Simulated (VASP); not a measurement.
Input of a VASP 6.6.1 run:

File INCAR:

```
SYSTEM = Pd
PREC     = Accurate       ! precision mode
ENCUT    = 630            ! plane-wave cutoff, eV
EDIFF    = 1E-6           ! SCF threshold, eV
ISMEAR   = -1             ! smearing method
SIGMA    = 0.05           ! smearing width, eV
LREAL    = .FALSE.        ! projectors in reciprocal space
LASPH    = .TRUE.         ! aspherical terms in the spheres
NELM     = 120            ! most SCF steps
ALGO     = Normal         ! electronic algorithm
ISIF     = 2              ! what is computed and relaxed
LWAVE    = .FALSE.        ! write WAVECAR
LCHARG   = .FALSE.        ! write CHGCAR
GGA      = B5             ! functional
ALDAX    = 1.0          
AGGAX    = 1.0          
AGGAC    = 1.0          
ALDAC    = 0.0          
IVDW     = 12             ! dispersion correction
VDW_S6   = 1.0          
VDW_S8   = 2.6996       
VDW_A1   = 0.4298       
VDW_A2   = 4.2359       
NBANDS   = 15             ! bands
GGA_COMPAT= .FALSE.
```

The input KPOINTS:

```
Automatic mesh
0
G
  12 12 12
  0 0 0
```

File POSCAR:

```
Pd
1.0
    0.0000000000      1.9067643606      1.9067643606
    1.9067643606      0.0000000000      1.9067643606
    1.9067643606      1.9067643606      0.0000000000
Pd
1
Direct
    0.0000000000      0.0000000000      0.0000000000
```

Potentials or basis: VASP PAW PBE potentials, release 64 (Pd_sv_GW).

Command:

```sh
$ cat potpaw_PBE.64/Pd_sv_GW/POTCAR > POTCAR
$ mpirun -np 1 vasp_std > vasp.out
```

Predict the band gap on the k mesh.

zero (bands 9 and 10 overlap by 1.78 eV).

Estimate the pressure.

15.0 GPa.

What does it give for the dispersion energy per atom?

-1.634 eV.

Caveat: the cell stands under pressure; the dispersion term is far too large for a dense solid, which distorts pressure and volume; the PAW data sets were made with another functional, which shifts forces and pressure a little.
